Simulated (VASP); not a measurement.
MgZn2Te3:

```
Mg Zn Te
1.0
     4.27729   -0.04577    0.07282
    -0.07928    7.66309    0.01157
     0.17946    0.01646   11.21018
Mg Zn Te
2 4 6
Direct
  0.00632 0.32712 0.34253
  0.50056 0.82137 0.32199
  0.94938 0.99419 0.97053
  0.53947 0.48869 0.01533
  0.48161 0.11836 0.65547
  0.95529 0.66915 0.66489
  0.05529 0.01108 0.25094
  0.47976 0.50735 0.22877
  0.49251 0.17451 0.91792
  0.96770 0.67101 0.90795
  0.03195 0.36592 0.63575
  0.54015 0.85123 0.58793
```

| Quantity | Value |
| --- | --- |
| Program | VASP 6.6.1 |
| Task | relaxation of cell and atoms |
| Functional | PBE |
| Potentials or basis | VASP PAW PBE potentials, release 64 (Mg, Zn, Te) |
| Cutoff | 600 eV |
| k mesh | 4 × 2 × 2 |
| Occupations | gaussian, width 0.1 eV |
| Spin | no spin polarisation |

At the start: pressure 3.9 GPa; volume 30.61 Å³/atom.

Problem. How do energy, volume and symmetry change on relaxing?

Solution. Over 22 steps the energy falls by 262.6 meV/atom and the volume is 31.17 Å³/atom (+1.8 %); space group P1 (No. 1, to 0.1 Å) before, P3m1 (No. 156, to 0.1 Å).

The path:
```tsv
step	energy change (eV)	largest force (eV/Å)	pressure (GPa)	volume (Å³)
1	0.0000	5.7287	3.93	367.30
2	-1.7237	1.4321	-2.17	408.19
3	-1.7600	1.5554	-1.43	398.83
4	-2.3408	1.3418	-0.81	387.13
5	-2.6854	0.8823	0.86	369.30
6	-2.9648	0.5463	0.23	372.43
7	-2.9887	0.5730	0.07	373.62
8	-3.0629	0.3039	-0.11	374.73
9	-3.0803	0.2779	-0.20	375.53
10	-3.1029	0.2034	0.11	372.56
11	-3.1040	0.1854	0.20	371.76
12	-3.1175	0.1228	-0.01	373.83
13	-3.1237	0.1462	-0.27	376.49
14	-3.1334	0.1113	-0.09	374.71
15	-3.1361	0.1075	0.08	373.17
16	-3.1422	0.0840	0.07	373.34
17	-3.1488	0.0711	0.04	373.75
18	-3.1509	0.0351	-0.05	374.60
19	-3.1510	0.0363	-0.09	374.84
20	-3.1513	0.0315	0.08	373.22
21	-3.1516	0.0308	0.01	373.87
22	-3.1518	0.0198	0.00	374.00
```

Final structure:
```
Mg Zn Te
1.0
     4.46150    0.00192   -0.00204
    -0.00703    7.67042    0.01336
    -0.00026    0.02084   10.92895
Mg Zn Te
2 4 6
Direct
  0.00032 0.33442 0.33419
  0.50704 0.83353 0.33480
  0.99588 0.99935 0.99539
  0.49785 0.49872 0.99400
  0.49938 0.16715 0.67180
  0.99962 0.66704 0.67231
  0.00619 0.00003 0.24032
  0.50011 0.50016 0.23923
  0.49645 0.16560 0.91640
  0.99789 0.66619 0.91667
  0.99929 0.33405 0.59225
  0.49997 0.83376 0.59265
```
